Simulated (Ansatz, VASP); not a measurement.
GaN: VASP beside Ansatz

INCAR

```
  PREC = Accurate
  ENCUT = 520
  EDIFF = 1E-6
  ISMEAR = 0
  SIGMA = 0.05
  LREAL = F
  LASPH = T
  NELM = 100
  ALGO = Normal
  ISIF = 2
  LWAVE = F
  LCHARG = F
  GGA = PE
  NBANDS = 46
```

KPOINTS

```
Automatic mesh
0
Gamma
  8 6 6
```

POSCAR

```
GaN
1.0
   -3.2185392732      0.0000000000      0.0000000000
    0.0000000000      0.0000000000     -5.2433778863
    0.0000000001     -5.5746735474      0.0000000000
Ga N
4 4
Direct
    0.5000000000      0.0089864182      0.1773839871
    0.0000000000      0.0002498477      0.6559437973
    0.0000000000      0.5002498477      0.3440562027
    0.5000000000      0.5089864182      0.8226160129
    0.5000000000      0.6035506251      0.1684612608
    0.0000000000      0.6073421916      0.6648369028
    0.0000000000      0.1073421916      0.3351630972
    0.5000000000      0.1035506251      0.8315387392
```

Input for Ansatz:

```yaml
crystal:
  lattice:
    - [-3.2185392732, 0.0, 0.0]
    - [0.0, 0.0, -5.2433778863]
    - [1.0e-10, -5.5746735474, 0.0]
  atoms:
    - { symbol: Ga, position: [0.5, 0.0089864182, 0.1773839871] }
    - { symbol: Ga, position: [0.0, 0.0002498477, 0.6559437973] }
    - { symbol: Ga, position: [0.0, 0.5002498477, 0.3440562027] }
    - { symbol: Ga, position: [0.5, 0.5089864182, 0.8226160129] }
    - { symbol: "N", position: [0.5, 0.6035506251, 0.1684612608] }
    - { symbol: "N", position: [0.0, 0.6073421916, 0.6648369028] }
    - { symbol: "N", position: [0.0, 0.1073421916, 0.3351630972] }
    - { symbol: "N", position: [0.5, 0.1035506251, 0.8315387392] }
basis:
  ecutwfc: 520.0
kpoints:
  mp_grid: { grid: [8, 6, 6] }
hamiltonian:
  xc: pbe
  pseudopotentials: { kind: paw, azcp: { folder: soft_1 } }
scf:
  occupations: { method: gaussian, width: 0.05 }
output:
  forces: true
  stress: true
  eigenvalues: true
```

Change from the starting cell: mode 11 frozen in at -0.064 Å and mode 13 at +0.098 Å (largest displacements).

Alike in both runs: task single point; functional PBE; k mesh 8 × 6 × 6; occupations gaussian, width 0.05 eV; no spin polarisation.

|  | VASP | Ansatz |
| --- | --- | --- |
| version | VASP 6.6.1 | Ansatz 0.2.0 |
| potentials or method | VASP PAW PBE potentials, release 64 (Ga_d, N), cutoff 520 eV | scalar-relativistic, plane waves, PAW |
| valence electrons in the cell | 72 | 72 |

```tsv
	VASP	Ansatz	Ansatz less VASP
gap on the k mesh at the Fermi level (eV)	1.54	1.54	0.000
least direct gap on the mesh (eV)	1.54	1.54	0.000
pressure (GPa)	1.8	1.8	0.00
traceless stress, the component that is largest in VASP (GPa)	-5.33	-5.45	-0.120
rms of the force components (eV/Å)	0.859	0.865	+0.0057
```

Atom by atom the forces differ by 0.007 eV/Å (rms over components).
